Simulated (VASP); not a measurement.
# Li (P1) in VASP: notebook

The runs below take Li through single point, with PBEsol.

Program: VASP 6.6.1. These are calculated values, not measurements. Logs are shortened: lines on timing, memory, paths and dates and some standing lists are left out, and cuts for length are marked.

**1. The cell of the first run**

The typed cell holds 16 atoms: a = 8.495 Å, b = 6.924 Å, c = 7.532 Å, α = 90.00°, β = 90.00°, γ = 90.00°.

**2. Single point, PBEsol**

The input, INCAR:

```
SYSTEM = Li
ALGO     = Normal         ! electronic algorithm
EDIFF    = 1E-6           ! SCF threshold, eV
ENCUT    = 520            ! plane-wave cutoff, eV
GGA      = PS             ! functional
ISIF     = 2              ! what is computed and relaxed
ISMEAR   = -1             ! smearing method
LASPH    = .True.         ! aspherical terms in the spheres
LCHARG   = .False.        ! write CHGCAR
LREAL    = Auto         
LWAVE    = .False.        ! write WAVECAR
NBANDS   = 38             ! bands
NELM     = 100            ! most SCF steps
PREC     = Accurate       ! precision mode
SIGMA    = 0.16           ! smearing width, eV
```

The input, KPOINTS:

```
k-points
0
Gamma
  2 2 2
  0 0 0
```

The input, POSCAR:

```
Li
1.0
    8.4947650000      0.0000000000      0.0000000000
    0.0000000000      6.9239030000      0.0000000000
    0.0000000000      0.0000000000      7.5323210000
Li
16
Direct
   -0.1890340698      0.0724302464     -0.1044432387
    0.9688790685     -0.5635983058     -0.1623536756
    0.3303446299      0.5634249931      0.0236049420
    0.1543185715      0.3197329599      0.4937654675
    0.1164364170      0.0737734194      0.1835821920
    0.6608540672      0.5942024318      0.0407045849
    0.4434024955     -0.0584930205      0.4140290888
    0.8589643151      0.3123238439      0.1782850200
   -0.2110711715      0.1184158704      0.4705986375
    0.1167307159      0.8017876622      0.5490074042
    0.3339586204      0.2514044463      0.9722368444
    0.4512661622      0.4315485067      0.3599288984
    0.9500439388      0.7540400263      0.2592162495
    0.5762961071      0.1463480930      1.0704270304
    0.5295732136      0.8677620123      0.7561016053
    0.5758605447      0.4371522825      0.7346208426
```

Potentials or basis: VASP PAW PBE potentials, release 64 (Li_sv).

Command:

```sh
> cat potpaw_PBE.64/Li_sv/POTCAR > POTCAR
> mpirun -np 1 vasp_std > vasp.out
```

OUTCAR:

```text
SYSTEM = Li
   EDIFF = 1E-6
   ENCUT = 520
   GGA = PS
   ISIF = 2
   ISMEAR = -1
   LASPH = .True.
   LREAL = Auto
   NELM = 100
   PREC = Accurate

 ion  position               nearest neighbor table
   1  0.811  0.072  0.896-  14 2.44
   2  0.969  0.436  0.838-
   3  0.330  0.563  0.024-  11 2.19
   4  0.154  0.320  0.494-
   5  0.116  0.074  0.184-
   6  0.661  0.594  0.041-
   7  0.443  0.942  0.414-
   8  0.859  0.312  0.178-
   9  0.789  0.118  0.471-
  10  0.117  0.802  0.549-
  11  0.334  0.251  0.972-   3 2.19  14 2.31
  12  0.451  0.432  0.360-
  13  0.950  0.754  0.259-
  14  0.576  0.146  0.070-  11 2.31   1 2.44
  15  0.530  0.868  0.756-
  16  0.576  0.437  0.735-

  LATTYP: Found a simple orthorhombic cell.
 ALAT       =     6.9239030000
 B/A-ratio  =     1.0878721149
 C/A-ratio  =     1.2268752176

  Lattice vectors:

 A1 = (   0.0000000000,   6.9239030000,   0.0000000000)
 A2 = (   0.0000000000,   0.0000000000,   7.5323210000)
 A3 = (   8.4947650000,   0.0000000000,   0.0000000000)

Analysis of symmetry for initial positions (statically):
=====================================================================
 Subroutine PRICEL returns:
 Original cell was already a primitive cell.

 Routine SETGRP: Setting up the symmetry group for a
 simple orthorhombic supercell.

 Subroutine GETGRP returns: Found  1 space group operations
 (whereof  1 operations were pure point group operations)
 out of a pool of  8 trial point group operations.

The static configuration has the point symmetry C_1 .

Analysis of symmetry for dynamics (positions and initial velocities):
=====================================================================
 Subroutine PRICEL returns:
 Original cell was already a primitive cell.

 Routine SETGRP: Setting up the symmetry group for a
 simple orthorhombic supercell.

 Subroutine GETGRP returns: Found  1 space group operations
 (whereof  1 operations were pure point group operations)
 out of a pool of  8 trial point group operations.

The dynamic configuration has the point symmetry C_1 .

 Subroutine INISYM returns: Found  1 space group operations
 (whereof  1 operations are pure point group operations),
 and found     1 'primitive' translations

----------------------------------------------------------------------------------------

                                     Primitive cell

  volume of cell :     443.0280

  direct lattice vectors                    reciprocal lattice vectors
     8.494765000  0.000000000  0.000000000     0.117719560  0.000000000  0.000000000
     0.000000000  6.923903000  0.000000000     0.000000000  0.144427211  0.000000000
     0.000000000  0.000000000  7.532321000     0.000000000  0.000000000  0.132761203

  length of vectors
     8.494765000  6.923903000  7.532321000     0.117719560  0.144427211  0.132761203

  position of ions in fractional coordinates (direct lattice)
     0.810965930  0.072430246  0.895556761
     0.968879069  0.436401694  0.837646324
     0.330344630  0.563424993  0.023604942
     0.154318571  0.319732960  0.493765467
     0.116436417  0.073773419  0.183582192
     0.660854067  0.594202432  0.040704585
[... 8 lines left out ...]
     0.529573214  0.867762012  0.756101605
     0.575860545  0.437152283  0.734620843

  ion indices of the primitive-cell ions
   primitive index   ion index
                 1           1
                 2           2
                 3           3
                 4           4
                 5           5
                 6           6
[... 8 lines left out ...]
                15          15
                16          16

----------------------------------------------------------------------------------------

 KPOINTS: k-points

Automatic generation of k-mesh.
 Grid dimensions read from file:
 generate k-points for:    2    2    2

 Generating k-lattice:

  Cartesian coordinates                     Fractional coordinates (reciprocal lattice)
     0.058859780  0.000000000  0.000000000     0.500000000  0.000000000  0.000000000
     0.000000000  0.072213606  0.000000000     0.000000000  0.500000000  0.000000000
     0.000000000  0.000000000  0.066380602     0.000000000  0.000000000  0.500000000

  Length of vectors
     0.058859780  0.072213606  0.066380602

  Shift w.r.t. Gamma in fractional coordinates (k-lattice)
     0.000000000  0.000000000  0.000000000

 Subroutine IBZKPT returns following result:
 ===========================================

 Found      8 irreducible k-points:

 Following reciprocal coordinates:
            Coordinates               Weight
  0.000000  0.000000  0.000000      1.000000
  0.500000  0.000000  0.000000      1.000000
  0.000000  0.500000  0.000000      1.000000
  0.500000  0.500000  0.000000      1.000000
  0.000000  0.000000  0.500000      1.000000
  0.500000  0.000000  0.500000      1.000000
  0.000000  0.500000  0.500000      1.000000
  0.500000  0.500000  0.500000      1.000000
   k-points           NKPTS =      8   k-points in BZ     NKDIM =      8   number of bands    NBANDS=     38
   number of dos      NEDOS =    301   number of ions     NIONS =     16
   total plane-waves  NPLWV = 193536
   dimension x,y,z NGX =    64 NGY =   54 NGZ =   56
   dimension x,y,z NGXF=   128 NGYF=  108 NGZF=  112
   ions per type =              16
   NGX,Y,Z   is equivalent  to a cutoff of  12.53, 12.97, 12.36 a.u.
   NGXF,Y,Z  is equivalent  to a cutoff of  25.05, 25.93, 24.72 a.u.
 SYSTEM =  Li
   PREC   = accura    normal or accurate (medium, high low for compatibility)
   ISTART =      0    job   : 0-new  1-cont  2-samecut
   ICHARG =      2    charge: 1-file 2-atom 10-const
   ISPIN  =      1    spin polarized calculation?
   LNONCOLLINEAR =      F non collinear calculations
   LSORBIT =      F    spin-orbit coupling
   LASPH  =      T    aspherical Exc in radial PAW
   ENCUT  =  520.0 eV  38.22 Ry    6.18 a.u.  15.79 12.87 14.01*2*pi/ulx,y,z
   NELM   =    100;   NELMIN=  2; NELMDL= -5     # of ELM steps
   EDIFF  = 0.1E-05   stopping-criterion for ELM
   LREAL  =      T    real-space projection
   EDIFFG = 0.1E-04   stopping-criterion for IOM
   NSW    =      0    number of steps for IOM
   IBRION =     -1    ionic relax: 0-MD 1-quasi-New 2-CG
   NFREE  =      0    steps in history (QN), initial steepest desc. (CG)
   ISIF   =      2    stress and relaxation
   ISYM   =      2    0-nonsym 1-usesym 2-fastsym
   POTIM  = 0.5000    time-step for ionic-motion
   TEBEG  =    0.0;   TEEND  =   0.0 temperature during run
   PSTRESS=    0.0 pullay stress
   NELECT =      48.0000    total number of electrons
   NUPDOWN=      -1.0000    fix difference up-down
   EMIN   =  10.00;   EMAX   =-10.00  energy-range for DOS
   EFERMI =   0.00;   METHOD = LEGACY
   ISMEAR =    -1;   SIGMA  =   0.16  broadening in eV -4-tet -1-fermi 0-gaus
   EFERMI_NEDOS =   21; number of points for ismear=-14 and -15
   IALGO  =     38    algorithm
   IMIX   =      4    mixing-type and parameters
     AMIX     =   0.40;   BMIX     =  1.00
     AMIX_MAG =   1.60;   BMIX_MAG =  1.00
  volume/ion in A,a.u.               =      27.69       186.86
  Fermi-wavevector in a.u.,A,eV,Ry     =   0.780450  1.474836  8.287330  0.609102
  Thomas-Fermi vector in A             =   1.883763
   LORBIT       =      0    0 simple, 1 ext, 2 COOP (PROOUT), +10 PAW based schemes
   GGA     = PS    functional components
   LHFCALC =     F    Hartree Fock is set to
   AEXX    =    0.0000 exact exchange contribution
   IVDW    =     0    specifies the selected vdW correction
   LEPSILON=     F    determine dielectric tensor
   LRPA    =     F    only Hartree local field effects (RPA)
 non-spin polarized calculation
  energy-cutoff  :      520.00
  volume of cell :      443.03
 maximum number of plane-waves:     11988
 NGX is ok and might be reduce to    64
   NGX = 31   NGY = 25   NGZ = 29

 number of electron      47.9999986 magnetization

 Free energy of the ion-electron system (eV)
  ---------------------------------------------------
  ext. energy  EPLUGINS =         0.00000000
  ---------------------------------------------------
  free energy    TOTEN  =       -27.47915003 eV

  energy without entropy =      -26.73023162  energy(sigma->0) =      -27.10469083

 E-fermi :  -0.2219     XC(G=0):  -6.2262

 val. band max:       -0.2410117565   @ k =   0.5000   0.0000   0.5000
 cond. band min:      -0.2213828971   @ k =   0.0000   0.5000   0.5000
 fundamental gap:      0.0196288594
 Fermi energy:        -0.2218853420

 k-point     1 :       0.0000    0.0000    0.0000
  band No.  band energies     occupation
      1     -47.1603      2.00000
      2     -46.9998      2.00000
      3     -46.9481      2.00000
      4     -46.9410      2.00000
      5     -46.8994      2.00000
      6     -46.8464      2.00000
[... 28 lines left out ...]
     35       2.0162      0.00000
     36       2.6217      0.00000

 k-point     2 :       0.5000    0.0000    0.0000
  band No.  band energies     occupation
      1     -47.1603      2.00000
      2     -46.9998      2.00000
      3     -46.9481      2.00000
      4     -46.9410      2.00000
      5     -46.8994      2.00000
      6     -46.8464      2.00000
[... 28 lines left out ...]
     35       2.3900      0.00000
     36       2.4314      0.00000

 k-point     3 :       0.0000    0.5000    0.0000
  band No.  band energies     occupation
      1     -47.1603      2.00000
      2     -46.9999      2.00000
      3     -46.9481      2.00000
      4     -46.9410      2.00000
      5     -46.8995      2.00000
      6     -46.8465      2.00000
[... 28 lines left out ...]
     35       2.3069      0.00000
     36       2.5174      0.00000

 k-point     4 :       0.5000    0.5000    0.0000
  band No.  band energies     occupation
      1     -47.1604      2.00000
      2     -46.9999      2.00000
      3     -46.9481      2.00000
      4     -46.9411      2.00000
      5     -46.8995      2.00000
      6     -46.8465      2.00000
[... 28 lines left out ...]
     35       2.7433      0.00000
     36       2.8930      0.00000

 k-point     5 :       0.0000    0.0000    0.5000
  band No.  band energies     occupation
      1     -47.1604      2.00000
      2     -46.9999      2.00000
      3     -46.9481      2.00000
      4     -46.9410      2.00000
      5     -46.8995      2.00000
      6     -46.8465      2.00000
[... 28 lines left out ...]
     35       2.0694      0.00000
     36       2.5289      0.00000

 k-point     6 :       0.5000    0.0000    0.5000
  band No.  band energies     occupation
      1     -47.1603      2.00000
      2     -46.9999      2.00000
      3     -46.9481      2.00000
      4     -46.9410      2.00000
      5     -46.8994      2.00000
      6     -46.8464      2.00000
[... 28 lines left out ...]
     35       2.5443      0.00000
     36       2.7578      0.00000

 k-point     7 :       0.0000    0.5000    0.5000
  band No.  band energies     occupation
      1     -47.1603      2.00000
      2     -46.9998      2.00000
      3     -46.9481      2.00000
      4     -46.9410      2.00000
      5     -46.8994      2.00000
      6     -46.8464      2.00000
[... 28 lines left out ...]
     35       2.8732      0.00000
     36       3.0198      0.00000

 k-point     8 :       0.5000    0.5000    0.5000
  band No.  band energies     occupation
      1     -47.1603      2.00000
      2     -46.9999      2.00000
      3     -46.9481      2.00000
      4     -46.9410      2.00000
      5     -46.8994      2.00000
      6     -46.8465      2.00000
[... 28 lines left out ...]
     35       2.4528      0.00000
     36       2.5621      0.00000
 [bands above 36 left out]

------------------------ aborting loop because EDIFF is reached ----------------------------------------

  FORCE on cell =-STRESS in cart. coord.  units (eV):
  Direction    XX          YY          ZZ          XY          YZ          ZX
  --------------------------------------------------------------------------------------
  -------------------------------------------------------------------------------------
  Total       -3.3131881     -3.3226890     -1.0707139      0.8923832      0.1090827      0.6158205
  in kB      -11.9818949    -12.0162543     -3.8721560      3.2272368      0.3944893      2.2270683
  external PRESSURE =      -9.2901017 kB  Pullay stress =       0.0000000 kB

 VOLUME and BASIS-vectors are now :
 -----------------------------------------------------------------------------
  energy-cutoff  :      520.00
  volume of cell :      443.03
      direct lattice vectors                 reciprocal lattice vectors
     8.494765000  0.000000000  0.000000000     0.117719560  0.000000000  0.000000000
     0.000000000  6.923903000  0.000000000     0.000000000  0.144427211  0.000000000
     0.000000000  0.000000000  7.532321000     0.000000000  0.000000000  0.132761203

 POSITION                                       TOTAL-FORCE (eV/Angst)
 -----------------------------------------------------------------------------------
      6.88897      0.50150      6.74562         0.497215     -0.434600     -0.370220
      8.23040      3.02160      6.30942         0.046082      0.183644     -0.081655
      2.80620      3.90110      0.17780        -0.390480      1.289507      0.156385
      1.31090      2.21380      3.71920        -0.089408     -0.085300      0.105791
      0.98910      0.51080      1.38280         0.214590     -0.017864     -0.024294
      5.61380      4.11420      0.30660         0.030988      0.294350      0.269471
[... 8 lines left out ...]
      4.49860      6.00830      5.69520        -0.132900      0.057827      0.204426
      4.89180      3.02680      5.53340         0.059697     -0.410847     -0.256783
 -----------------------------------------------------------------------------------
    total drift:                                0.002124      0.005116      0.007149

  FREE ENERGIE OF THE ION-ELECTRON SYSTEM (eV)
  ---------------------------------------------------
  free  energy   TOTEN  =       -27.4791500262 eV

  energy  without entropy=      -26.7302316241  energy(sigma->0) =      -27.10469083
```

Run time: 1.8 min. Hardware: 1 thread of Intel Xeon Platinum 8488C (Sapphire Rapids), shared host; peak memory 0.41 GiB.

What came out:

- Free energy: -27.4792 eV
- Largest force: 1.356 eV/Å
- Band gap on the k mesh: zero (bands 24 and 25 overlap by 0.38 eV)

Forces in eV/Å, atoms in the order of the input:
```
Li   0.497 -0.435 -0.370
Li   0.046  0.184 -0.082
Li  -0.390  1.290  0.156
Li  -0.089 -0.085  0.106
Li   0.215 -0.018 -0.024
Li   0.031  0.294  0.269
Li  -0.086  0.089 -0.491
Li   0.196  0.293  0.237
Li  -0.046 -0.136  0.240
Li   0.235  0.117  0.482
Li  -0.538 -0.805 -0.723
Li   0.237 -0.029 -0.059
Li  -0.423 -0.259 -0.299
Li   0.189 -0.147  0.610
Li  -0.133  0.058  0.204
Li   0.060 -0.411 -0.257
```

Caveat: the k points lie up to 0.45 Å⁻¹ apart; the cutoff is under 1.25 times the usual one of these potentials, so pressure, stress and relaxed cells hold a basis-set (Pulay) error; the atoms stand as in a frame of molecular dynamics; the PAW data sets were made with another functional, which shifts forces and pressure a little.

**3. Single point, PBEsol**

This run uses another cell than the first one, of 29.77 Å³/atom.

The input, INCAR:

```
SYSTEM = Li
  ALGO = Normal
  EDIFF = 1E-6
  ENCUT = 520
  GGA = PS
  ISIF = 2
  ISMEAR = -1
  LASPH = .True.
  LCHARG = .False.
  LREAL = Auto
  LWAVE = .False.
  NBANDS = 38
  NELM = 100
  PREC = Accurate
  SIGMA = 0.16
```

KPOINTS is that of step 2.

The input, POSCAR:

```
Li
1.0
    9.3955610000      0.0000000000      0.0000000000
    0.0000000000      7.0263450000      0.0000000000
    0.0000000000      0.0000000000      7.2144870000
Li
16
Direct
   -0.1285074941     -0.0474926865     -0.1656943869
    1.0120311070     -0.4536640316     -0.2982471242
    0.2356857669      0.7046053104      0.0127243975
    0.2598141825      0.6159959410      0.5342583610
    0.1700377444      0.2554386384      0.2697350484
    0.7159125464      0.5134390640     -0.0016771809
    0.3724844105     -0.0628776412      0.3184010173
    0.9139741629      0.4040222904      0.3600671815
   -0.2550991899     -0.0570424595      0.4339324473
    0.1268045623      1.0037935797      0.6356931546
    0.2845386241      0.3357648963      0.8265313944
    0.4570030464      0.4780579377      0.2619590277
    0.9973113899      0.8155591563      0.3279651069
    0.6240074435      0.0948572836      1.0490558788
    0.5923754846      0.7062277756      0.6956558380
    0.6139920756      0.3071725058      0.5669287366
```

Potentials or basis: VASP PAW PBE potentials, release 64 (Li_sv).

Command:

```sh
> cat potpaw_PBE.64/Li_sv/POTCAR > POTCAR
> mpirun -np 1 vasp_std > vasp.out
```

It took 2 min on 1 thread of Intel Xeon Platinum 8488C (Sapphire Rapids), shared host; peak memory 0.45 GiB.

Results (log left out):

```yaml
Free_energy: -27.9473 eV
Largest_force: 0.489 eV/Å
Band_gap_on_the_k_mesh: zero (bands 24 and 25 overlap by 0.68 eV)
```

Forces in eV/Å, atoms in the order of the input:
```
Li   0.024 -0.025  0.105
Li  -0.349  0.012  0.299
Li  -0.112  0.110 -0.030
Li   0.052  0.001 -0.147
Li   0.140  0.016 -0.092
Li   0.203  0.081  0.165
Li   0.226  0.101  0.139
Li  -0.399 -0.154 -0.048
Li  -0.152  0.028 -0.088
Li   0.148  0.111 -0.068
Li   0.321 -0.187  0.088
Li   0.075  0.016 -0.175
Li   0.380 -0.092 -0.294
Li  -0.201 -0.016  0.002
Li  -0.327  0.176 -0.038
Li  -0.028 -0.179  0.182
```

Levels at points of the mesh, in eV from the Fermi level:
| k point | band 21 | band 22 | band 23 | band 24 | band 25 | band 26 | band 27 | band 28 |
| --- | --- | --- | --- | --- | --- | --- | --- | --- |
| (0.00, 0.00, 0.00) | -0.65 | -0.55 | -0.46 | 0.14 | 0.41 | 0.48 | 0.64 | 0.76 |
| (0.50, 0.00, 0.00) | -0.43 | -0.31 | -0.25 | -0.23 | -0.15 | -0.09 | 0.12 | 0.29 |
| (0.00, 0.50, 0.00) | -1.00 | -0.87 | -0.22 | -0.11 | 0.01 | 0.12 | 0.70 | 0.95 |
| (0.50, 0.50, 0.00) | -0.14 | 0.04 | 0.09 | 0.16 | 0.21 | 0.41 | 0.47 | 0.55 |
| (0.00, 0.00, 0.50) | -0.98 | -0.80 | -0.27 | -0.10 | 0.12 | 0.23 | 0.94 | 1.08 |
| (0.50, 0.00, 0.50) | -0.12 | -0.08 | 0.06 | 0.23 | 0.36 | 0.42 | 0.55 | 0.60 |
| (0.00, 0.50, 0.50) | -0.77 | -0.61 | -0.54 | -0.47 | -0.45 | -0.27 | -0.23 | 0.08 |
| (0.50, 0.50, 0.50) | -1.45 | -1.31 | -1.23 | -1.07 | 0.52 | 0.70 | 1.01 | 1.23 |

Caveat: the k points lie up to 0.45 Å⁻¹ apart, too coarse for converged energies and pressures of a metal; the cutoff is under 1.25 times the usual one of these potentials, so pressure, stress and relaxed cells hold a basis-set (Pulay) error; the atoms stand as in a frame of molecular dynamics; the PAW data sets were made with another functional, which shifts forces and pressure a little.

The gap in the log of VASP goes by the Fermi energy; the results here count the filled bands.